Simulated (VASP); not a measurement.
Write the native input for VASP 6.6.1 that does the following.

| Quantity | Value |
| --- | --- |
| Task | single point |
| Functional | PBEsol |
| Potentials or basis | VASP PAW PBE potentials, release 64 (C) |
| Cutoff | 600 eV |
| k mesh | 5 × 5 × 5 |
| Occupations | fermi-dirac, width 0.1 eV |
| Spin | no spin polarisation |
| Dipole correction | no |
| Further INCAR settings | ALGO = Normal; EDIFF = 1e-06; NBANDS = 11 |

The structure of C lies in POSCAR:

```
C
1.0
    0.0000000000      1.7833700000      1.7833700000
    1.7833700000      0.0000000000      1.7833700000
    1.7833700000      1.7833700000      0.0000000000
C
2
Direct
    0.0153692589     -0.0097219352      0.0043952489
    0.2346307411      0.2597219352      0.2456047511
```

The input as run:

INCAR

```
SYSTEM = C
PREC     = Accurate       ! precision mode
ENCUT    = 600            ! plane-wave cutoff, eV
EDIFF    = 1E-6           ! SCF threshold, eV
ISMEAR   = -1             ! smearing method
SIGMA    = 0.1            ! smearing width, eV
LREAL    = .False.        ! projectors in reciprocal space
LASPH    = .True.         ! aspherical terms in the spheres
NELM     = 120            ! most SCF steps
ALGO     = Normal         ! electronic algorithm
ISIF     = 2              ! what is computed and relaxed
LWAVE    = .False.        ! write WAVECAR
LCHARG   = .False.        ! write CHGCAR
GGA      = PS             ! functional
NBANDS   = 11             ! bands
GGA_COMPAT= .False.
```

KPOINTS

```
Automatic mesh
0
Gamma
  5 5 5
  0 0 0
```

Potentials or basis: VASP PAW PBE potentials, release 64 (C).

Run with:

```console
$ cat potpaw_PBE.64/C/POTCAR > POTCAR
$ mpirun -np 1 vasp_std > vasp.out
```

Results of the run:

```json
{
 "Pressure": "-2.2 GPa",
 "Largest force": "2.704 eV/Å",
 "Band gap on the k mesh": "2.70 eV, indirect (least direct gap 3.27 eV)"
}
```

Caveat: the k points lie up to 0.61 Å⁻¹ apart; the PAW data sets were made with another functional, which shifts forces and pressure a little.

Wall time 5.9 s on 1 thread of Intel Xeon 6975P-C, on a shared host, peak memory 0.12 GiB.
